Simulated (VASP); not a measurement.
# YI (P-3m1) in VASP: notebook, part 2 of 3

VASP 6.6.1.

### Step 3. Single point, LDA, collinear spin, zero start

Input file INCAR:

```
SYSTEM = YI
PREC = Accurate
ENCUT = 520
EDIFF = 1E-6
ISMEAR = -1
SIGMA = 0.05
LREAL = .False.
LASPH = .True.
NELM = 150
ALGO = Normal
ISIF = 2
LWAVE = .False.
LCHARG = .True.
ISPIN = 2
MAGMOM = 0 0 0 0
LORBIT = 11
NUPDOWN = 0.0
LMAXMIX = 4
LELF = .True.
LVHAR = .True.
NBANDS = 30
```

Input file KPOINTS:

```
regular mesh
0
Gamma
  7 7 3
  0 0 0
```

Input file POSCAR:

```
YI
1.0
    3.9559735753      0.0000000000      0.0000000000
   -1.9779867876      3.4259736129      0.0000000000
    0.0000000000      0.0000000000     11.0794760000
Y I
2 2
Direct
    0.6666666667      0.3333333333      0.6267270000
    0.3333333333      0.6666666667      0.3732730000
    0.3333333333      0.6666666667      0.8199750000
    0.6666666667      0.3333333333      0.1800250000
```

Potentials or basis: VASP PAW LDA potentials, release 64 (Y_sv, I).

Started as:

```
$ cat potpaw_LDA.64/Y_sv/POTCAR potpaw_LDA.64/I/POTCAR > POTCAR
$ mpirun -np 1 vasp_std > vasp.out
```

OUTCAR:

```text
SYSTEM = YI
   PREC = Accurate
   ENCUT = 520
   EDIFF = 1E-6
   ISMEAR = -1
   LREAL = .False.
   LASPH = .True.
   NELM = 150
   ISIF = 2
   ISPIN = 2
   LORBIT = 11
   NUPDOWN = 0.0

 ion  position               nearest neighbor table
   1  0.667  0.333  0.627-   3 3.13   3 3.13   3 3.13   2 3.62   2 3.62   2 3.62
   2  0.333  0.667  0.373-   4 3.13   4 3.13   4 3.13   1 3.62   1 3.62   1 3.62
   3  0.333  0.667  0.820-   1 3.13   1 3.13   1 3.13
   4  0.667  0.333  0.180-   2 3.13   2 3.13   2 3.13

  LATTYP: Found a hexagonal cell.
 ALAT       =     3.9559735753
 C/A-ratio  =     2.8006951485

  Lattice vectors:

 A1 = (   3.9559735753,   0.0000000000,   0.0000000000)
 A2 = (  -1.9779867876,   3.4259736129,   0.0000000000)
 A3 = (   0.0000000000,   0.0000000000,  11.0794760000)

Analysis of symmetry for initial positions (statically):
=====================================================================
 Subroutine PRICEL returns:
 Original cell was already a primitive cell.

 Routine SETGRP: Setting up the symmetry group for a
 hexagonal supercell.

 Subroutine GETGRP returns: Found 12 space group operations
 (whereof 12 operations were pure point group operations)
 out of a pool of 24 trial point group operations.

The static configuration has the point symmetry D_3d.

Analysis of symmetry for dynamics (positions and initial velocities):
=====================================================================
 Subroutine PRICEL returns:
 Original cell was already a primitive cell.

 Routine SETGRP: Setting up the symmetry group for a
 hexagonal supercell.

 Subroutine GETGRP returns: Found 12 space group operations
 (whereof 12 operations were pure point group operations)
 out of a pool of 24 trial point group operations.

[... 159 lines left out ...]
  free energy    TOTEN  =       -21.28873512 eV

  energy without entropy =      -21.23038696  energy(sigma->0) =      -21.25956104

 E-fermi :   3.5478     XC(G=0):  -8.8858

 val. band max:        3.5388403990   @ k =   0.2857   0.1429   0.0000
 cond. band min:       3.5492573448   @ k =   0.1429   0.1429   0.3333
 fundamental gap:      0.0104169458
 Fermi energy:         3.5478090153

 spin component 1

 k-point     1 :       0.0000    0.0000    0.0000
  band No.  band energies     occupation
      1     -39.3484      1.00000
      2     -39.3207      1.00000
      3     -19.5404      1.00000
      4     -19.3856      1.00000
      5     -19.3856      1.00000
      6     -19.3403      1.00000
[... 649 lines left out ...]
     29       8.7295      0.00000
     30       9.4269      0.00000
 Fermi energy:         3.5478211655

 spin component 2

 k-point     1 :       0.0000    0.0000    0.0000
  band No.  band energies     occupation
      1     -39.3484      1.00000
      2     -39.3207      1.00000
      3     -19.5404      1.00000
      4     -19.3856      1.00000
      5     -19.3856      1.00000
      6     -19.3403      1.00000
[... 649 lines left out ...]
     29       8.7295      0.00000
     30       9.4266      0.00000

------------------------ aborting loop because EDIFF is reached ----------------------------------------

  FORCE on cell =-STRESS in cart. coord.  units (eV):
  Direction    XX          YY          ZZ          XY          YZ          ZX
  --------------------------------------------------------------------------------------
  -------------------------------------------------------------------------------------
  Total       -3.0491881     -3.0491881     -2.7213302     -0.0000000      0.0000000     -0.0000000
  in kB      -32.5340543    -32.5340543    -29.0358938     -0.0000000      0.0000000     -0.0000000
  external PRESSURE =     -31.3680008 kB  Pullay stress =       0.0000000 kB

 VOLUME and BASIS-vectors are now :
 -----------------------------------------------------------------------------
  energy-cutoff  :      520.00
  volume of cell :      150.16
      direct lattice vectors                 reciprocal lattice vectors
     3.955973575  0.000000000  0.000000000     0.252782275  0.145943914  0.000000000
    -1.977986788  3.425973613  0.000000000     0.000000000  0.291887829  0.000000000
     0.000000000  0.000000000 11.079476000     0.000000000  0.000000000  0.090256976

 POSITION                                       TOTAL-FORCE (eV/Angst)
 -----------------------------------------------------------------------------------
      1.97799      1.14199      6.94381         0.000000      0.000000      0.307411
     -0.00000      2.28398      4.13567        -0.000000     -0.000000     -0.307411
     -0.00000      2.28398      9.08489         0.000000      0.000000     -0.372979
      1.97799      1.14199      1.99458        -0.000000     -0.000000      0.372979
 -----------------------------------------------------------------------------------
    total drift:                               -0.000000      0.000000      0.000000

  FREE ENERGIE OF THE ION-ELECTRON SYSTEM (eV)
  ---------------------------------------------------
  free  energy   TOTEN  =       -21.2887351204 eV

  energy  without entropy=      -21.2303869613  energy(sigma->0) =      -21.25956104

 total charge

# of ion       s       p       d       f       tot
--------------------------------------------------
    1        2.215   6.247   0.881   0.017   9.361
    2        2.215   6.247   0.881   0.017   9.361
    3        1.513   2.790   0.022   0.000   4.325
    4        1.513   2.790   0.022   0.000   4.325
--------------------------------------------------
tot          7.456  18.074   1.807   0.035  27.372

 magnetization (x)

# of ion       s       p       d       f       tot
--------------------------------------------------
    1        0.000  -0.000  -0.000   0.000  -0.000
    2        0.000  -0.000  -0.000   0.000  -0.000
    3        0.000   0.000   0.000   0.000   0.000
    4        0.000   0.000   0.000   0.000   0.000
--------------------------------------------------
tot          0.000   0.000  -0.000   0.000   0.000
```

OSZICAR:

```text
N       E                     dE             d eps       ncg     rms          rms(c)
DAV:   1     0.191555321725E+03    0.19156E+03   -0.16071E+04  2400   0.107E+03
DAV:   2    -0.384106006278E+01   -0.19540E+03   -0.18783E+03  2910   0.249E+02
DAV:   3    -0.206709899318E+02   -0.16830E+02   -0.16568E+02  3866   0.523E+01
DAV:   4    -0.220819917018E+02   -0.14110E+01   -0.14020E+01  3772   0.134E+01
DAV:   5    -0.221080046104E+02   -0.26013E-01   -0.26002E-01  3378   0.194E+00    0.354E+01
DAV:   6    -0.214688211649E+02    0.63918E+00   -0.74164E-01  2850   0.374E+00    0.222E+01
DAV:   7    -0.213129018364E+02    0.15592E+00   -0.12086E+00  2836   0.432E+00    0.219E+00
DAV:   8    -0.212895050858E+02    0.23397E-01   -0.19353E-01  2700   0.205E+00    0.715E-01
DAV:   9    -0.212891676979E+02    0.33739E-03   -0.79736E-03  3148   0.438E-01    0.530E-01
DAV:  10    -0.212887907545E+02    0.37694E-03   -0.97086E-04  3300   0.163E-01    0.273E-01
DAV:  11    -0.212887359778E+02    0.54777E-04   -0.29274E-04  2876   0.101E-01    0.836E-02
DAV:  12    -0.212887344003E+02    0.15775E-05   -0.23065E-05  3830   0.205E-02    0.450E-02
DAV:  13    -0.212887351204E+02   -0.72006E-06   -0.76207E-06  2994   0.163E-02
   1 F= -.21288735E+02 E0= -.21259561E+02  d E =-.583482E-01  mag=    -0.0000
```

stdout:

```text
POSCAR found type information on POSCAR Y I
 POSCAR found :  2 types and       4 ions
 scaLAPACK will be used
 LDA part: xc-table for (Slater(with rela. corr.)+CA(PZ))
 , standard interpolation
 POSCAR, INCAR and KPOINTS ok, starting setup
 FFT: planning ... GRIDC
 FFT: planning ... GRID_SOFT
 FFT: planning ... GRID
 WAVECAR not read
 entering main loop
```

It took 2.1 min on 1 thread of AMD EPYC 9R45 (Zen 5), shared host; peak memory 0.29 GiB.

Results:

```yaml
Free_energy: -21.2887 eV
Pressure: -3.1 GPa
Largest_force: 0.373 eV/Å
Net_moment: 0.00 μB per cell
Valence_electrons_inside_the_program's_atomic_spheres: Y 9.36; I 4.33
```

Forces on the atoms (eV/Å):
```
Y    0.000  0.000  0.307
Y    0.000  0.000 -0.307
I    0.000  0.000 -0.373
I    0.000  0.000  0.373
```

Stress tensor (GPa, compression positive):
```
-3.25  0.00  0.00
 0.00 -3.25  0.00
 0.00  0.00 -2.90
```

Caveat: the cell stands under tension; spin-orbit coupling is left out, which moves the levels of the heavy elements; the total moment is fixed, so each spin has its own Fermi level.

### Step 4. Single point, LDA, collinear spin

Input file INCAR:

```
SYSTEM = YI
PREC = Accurate
ENCUT = 520
EDIFF = 1E-6
ISMEAR = -1
SIGMA = 0.05
LREAL = .FALSE.
LASPH = .TRUE.
NELM = 150
ALGO = Normal
ISIF = 2
LWAVE = .FALSE.
LCHARG = .FALSE.
ISPIN = 2
MAGMOM = 0.6 0.6 0 0
LORBIT = 11
LMAXMIX = 4
NBANDS = 30
```

Input file KPOINTS:

```
Automatic mesh
0
G
  7 7 3
  0 0 0
```

POSCAR is that of step 3.

Potentials or basis: VASP PAW LDA potentials, release 64 (Y_sv, I).

Started as:

```
$ cat potpaw_LDA.64/Y_sv/POTCAR potpaw_LDA.64/I/POTCAR > POTCAR
$ mpirun -np 1 vasp_std > vasp.out
```

OUTCAR:

```text
SYSTEM = YI
   PREC = Accurate
   ENCUT = 520
   EDIFF = 1E-6
   ISMEAR = -1
   LREAL = .FALSE.
   LASPH = .TRUE.
   NELM = 150
   ISIF = 2
   ISPIN = 2
   LORBIT = 11

 ion  position               nearest neighbor table
   1  0.667  0.333  0.627-   3 3.13   3 3.13   3 3.13   2 3.62   2 3.62   2 3.62
   2  0.333  0.667  0.373-   4 3.13   4 3.13   4 3.13   1 3.62   1 3.62   1 3.62
   3  0.333  0.667  0.820-   1 3.13   1 3.13   1 3.13
   4  0.667  0.333  0.180-   2 3.13   2 3.13   2 3.13

  LATTYP: Found a hexagonal cell.
 ALAT       =     3.9559735753
 C/A-ratio  =     2.8006951485

  Lattice vectors:

 A1 = (   3.9559735753,   0.0000000000,   0.0000000000)
 A2 = (  -1.9779867876,   3.4259736129,   0.0000000000)
 A3 = (   0.0000000000,   0.0000000000,  11.0794760000)

Analysis of symmetry for initial positions (statically):
=====================================================================
 Subroutine PRICEL returns:
 Original cell was already a primitive cell.

 Routine SETGRP: Setting up the symmetry group for a
 hexagonal supercell.

 Subroutine GETGRP returns: Found 12 space group operations
 (whereof 12 operations were pure point group operations)
 out of a pool of 24 trial point group operations.

The static configuration has the point symmetry D_3d.

Analysis of symmetry for dynamics (positions and initial velocities):
=====================================================================
 Subroutine PRICEL returns:
 Original cell was already a primitive cell.

 Routine SETGRP: Setting up the symmetry group for a
 hexagonal supercell.

 Subroutine GETGRP returns: Found 12 space group operations
 (whereof 12 operations were pure point group operations)
 out of a pool of 24 trial point group operations.
[... 158 lines left out ...]
  free energy    TOTEN  =       -21.29451814 eV

  energy without entropy =      -21.25657103  energy(sigma->0) =      -21.27554459

 E-fermi :   3.5658     XC(G=0):  -8.8831

 val. band max:        3.5512680740   @ k =   0.1429   0.1429   0.0000
 cond. band min:       3.5664989326   @ k =   0.2857   0.1429   0.0000
 fundamental gap:      0.0152308586
 Fermi energy:         3.5657730132

 spin component 1

 k-point     1 :       0.0000    0.0000    0.0000
  band No.  band energies     occupation
      1     -39.3899      1.00000
      2     -39.3619      1.00000
      3     -19.6014      1.00000
      4     -19.4337      1.00000
      5     -19.4337      1.00000
      6     -19.3878      1.00000
[... 649 lines left out ...]
     29       8.6710      0.00000
     30       9.3521      0.00000
 Fermi energy:         3.5657730132

 spin component 2

 k-point     1 :       0.0000    0.0000    0.0000
  band No.  band energies     occupation
      1     -39.2910      1.00000
      2     -39.2637      1.00000
      3     -19.4659      1.00000
      4     -19.3197      1.00000
      5     -19.3197      1.00000
      6     -19.2752      1.00000
[... 649 lines left out ...]
     29       8.7957      0.00000
     30       9.5096      0.00000

------------------------ aborting loop because EDIFF is reached ----------------------------------------

  FORCE on cell =-STRESS in cart. coord.  units (eV):
  Direction    XX          YY          ZZ          XY          YZ          ZX
  --------------------------------------------------------------------------------------
  -------------------------------------------------------------------------------------
  Total       -2.9721378     -2.9721378     -2.8286103     -0.0000000      0.0000000      0.0000000
  in kB      -31.7119471    -31.7119471    -30.1805452     -0.0000000      0.0000000      0.0000000
  external PRESSURE =     -31.2014798 kB  Pullay stress =       0.0000000 kB

 VOLUME and BASIS-vectors are now :
 -----------------------------------------------------------------------------
  energy-cutoff  :      520.00
  volume of cell :      150.16
      direct lattice vectors                 reciprocal lattice vectors
     3.955973575  0.000000000  0.000000000     0.252782275  0.145943914  0.000000000
    -1.977986788  3.425973613  0.000000000     0.000000000  0.291887829  0.000000000
     0.000000000  0.000000000 11.079476000     0.000000000  0.000000000  0.090256976

 POSITION                                       TOTAL-FORCE (eV/Angst)
 -----------------------------------------------------------------------------------
      1.97799      1.14199      6.94381        -0.000000     -0.000000      0.257438
     -0.00000      2.28398      4.13567         0.000000      0.000000     -0.257438
     -0.00000      2.28398      9.08489        -0.000000      0.000000     -0.364216
      1.97799      1.14199      1.99458         0.000000     -0.000000      0.364216
 -----------------------------------------------------------------------------------
    total drift:                               -0.000000      0.000000      0.000000

  FREE ENERGIE OF THE ION-ELECTRON SYSTEM (eV)
  ---------------------------------------------------
  free  energy   TOTEN  =       -21.2945181444 eV

  energy  without entropy=      -21.2565710295  energy(sigma->0) =      -21.27554459

 total charge

# of ion       s       p       d       f       tot
--------------------------------------------------
    1        2.214   6.249   0.879   0.017   9.361
    2        2.214   6.249   0.879   0.017   9.361
    3        1.513   2.791   0.022   0.000   4.326
    4        1.513   2.791   0.022   0.000   4.326
--------------------------------------------------
tot          7.455  18.080   1.803   0.035  27.373

 magnetization (x)

# of ion       s       p       d       f       tot
--------------------------------------------------
    1        0.008   0.035   0.202   0.001   0.246
    2        0.008   0.035   0.202   0.001   0.246
    3       -0.000   0.005   0.002   0.000   0.007
    4       -0.000   0.005   0.002   0.000   0.007
--------------------------------------------------
tot          0.017   0.081   0.407   0.003   0.507
```

OSZICAR:

```text
N       E                     dE             d eps       ncg     rms          rms(c)
DAV:   1     0.191588716898E+03    0.19159E+03   -0.15784E+04  2400   0.105E+03
DAV:   2    -0.381736173864E+01   -0.19541E+03   -0.18782E+03  2912   0.249E+02
DAV:   3    -0.206089747479E+02   -0.16792E+02   -0.16538E+02  3866   0.522E+01
[... 11 lines left out ...]
DAV:  15    -0.212944925907E+02   -0.22144E-04   -0.72786E-06  2906   0.981E-03    0.194E-02
DAV:  16    -0.212945065373E+02   -0.13947E-04   -0.45784E-06  2570   0.695E-03    0.134E-02
DAV:  17    -0.212945144338E+02   -0.78965E-05   -0.44049E-06  2418   0.638E-03    0.819E-03
DAV:  18    -0.212945178020E+02   -0.33682E-05   -0.37540E-06  2352   0.596E-03    0.355E-03
DAV:  19    -0.212945181444E+02   -0.34239E-06   -0.71535E-07  1750   0.310E-03
   1 F= -.21294518E+02 E0= -.21275545E+02  d E =-.379471E-01  mag=     0.8649
```

It took 2.6 min on 1 thread of AMD EPYC 9R45 (Zen 5), shared host; peak memory 0.29 GiB.

What came out:

```
Free energy                                           : -21.2945 eV
Pressure                                              : -3.1 GPa
Largest force                                         : 0.364 eV/Å
Net moment                                            : 0.87 μB per cell
Site moments                                          : Y +0.25; I +0.01 μB
Valence electrons inside the program's atomic spheres : Y 9.36; I 4.33
```

Forces on the atoms (eV/Å):
```
Y    0.000  0.000  0.257
Y    0.000  0.000 -0.257
I    0.000  0.000 -0.364
I    0.000  0.000  0.364
```

Caveat: the cell stands under tension; a moment this small can come from the mesh or the smearing; spin-orbit coupling is left out, which moves the levels of the heavy elements.

(Part 2 of 3 ends here.)
